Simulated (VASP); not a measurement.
Runs of VASP 6.6.1 on CoBr. The structure is hexagonal, space group P6/mmm (No. 191). Conventional cell: a = 3.498 Å, b = 3.498 Å, c = 4.502 Å, α = 90.00°, β = 90.00°, γ = 120.00°. Within 3.0 Å of Co (site symmetry 6/mmm) lie 2 Br at 2.25 Å. Br (site symmetry 6/mmm) has 2 Co at 2.25 Å within 3.0 Å. 

| U | gap on the mesh (eV) | pressure (GPa) | moment (μB) |
| --- | --- | --- | --- |
| Co d U = 8.0 eV | 0.05 | 7.7 | 2.00 |
| Co d U = 2.0 eV | none | (c) | 2.10 |
| Co d U = 6.0 eV | - | (a) | 2.01 |
| Co d U = 4.0 eV | none | (b) | 2.02 |

Alike in all rows: task single point; level PBE+U; potentials or basis VASP PAW PBE potentials, release 64 (Co, Br); spin collinear, ferromagnetic start; cell as given; k mesh 6 × 6 × 4; cutoff (eV) 520; smearing methfessel-paxton 0.1 eV.

Fill in the values left out.

(a) 7.4; (b) 6.9; (c) 0.5.

A k mesh can miss the band edges, and the runs leave out spin-orbit coupling on Br.

A gap of «none» marks levels without a gap at the run's occupations.
